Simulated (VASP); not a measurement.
# Si3SnO8: single point with r2SCAN

Crystal: Si3SnO8.

```
Sn Si O
1.0
     3.10488   -3.01017    0.00000
     3.10488    3.01017    0.00000
     0.00000    0.00000    5.64717
Sn Si O
1 3 8
Direct
  0.50000 0.50000 0.00000
  0.00000 0.00000 0.73872
  0.50000 0.50000 0.50000
  0.00000 0.00000 0.26128
  0.17505 0.17505 0.00000
  0.82495 0.82495 0.00000
  0.70426 0.29574 0.72273
  0.29574 0.70426 0.72273
  0.19424 0.19424 0.50000
  0.80576 0.80576 0.50000
  0.70426 0.29574 0.27727
  0.29574 0.70426 0.27727
```

```yaml
Program: VASP 6.6.1
Task: single point
Functional: r2SCAN
Potentials_or_basis: VASP PAW PBE potentials, release 64 (Sn_d, Si, O)
Cutoff: 520 eV
k_mesh: 6 × 6 × 4
Occupations: gaussian, width 0.01 eV
Spin: no spin polarisation
```

| Item | Value |
| --- | --- |
| Pressure | 0.8 GPa |
| Largest force | 0.080 eV/Å |
| Band gap on the k mesh | 4.37 eV |

Forces on the atoms (eV/Å):
```
Sn   0.000  0.000  0.000
Si   0.000  0.000  0.013
Si   0.000  0.000  0.000
Si   0.000  0.000 -0.013
O   -0.062  0.000  0.000
O    0.062  0.000  0.000
O    0.000 -0.067 -0.045
O    0.000  0.067 -0.045
O    0.032  0.000  0.000
O   -0.032  0.000  0.000
O    0.000 -0.067  0.045
O    0.000  0.067  0.045
```

Stress tensor (GPa, compression positive):
```
0.55 0.00 0.00
0.00 0.57 0.00
0.00 0.00 1.33
```

Levels at points of the mesh, in eV from the valence-band top:
```
           k point  band 33  band 34  band 35  band 36  band 37  band 38  band 39  band 40  band 41  band 42
(0.00, 0.00, 0.00)    -2.41    -2.13    -0.96    -0.74     0.00     4.37     6.49     7.80     8.34     9.28
(0.50, 0.00, 0.00)    -1.79    -1.71    -1.47    -0.88    -0.69     6.28     7.16     8.44     8.83     9.07
(0.50, 0.50, 0.00)    -1.85    -1.55    -1.54    -1.32    -1.18     5.60     6.88     7.31     8.51     9.14
(0.00, 0.00, 0.50)    -1.70    -1.25    -1.21    -0.68    -0.40     6.04     7.10     9.06     9.52     9.70
(0.50, 0.00, 0.50)    -1.66    -1.55    -1.42    -1.05    -0.91     6.95     8.76     8.82     9.28     9.68
(0.50, 0.50, 0.50)    -1.91    -1.54    -1.33    -1.31    -0.95     6.27     7.92     7.96     8.87    10.22
```

It took 13 min on 1 thread of AMD EPYC 7R13, with other jobs on the host, peak memory 0.28 GiB.

Caveat: the PAW data sets were made with another functional, which shifts forces and pressure a little; spin-orbit coupling is left out, which moves the levels of the heavy elements. A k mesh can miss the band edges.
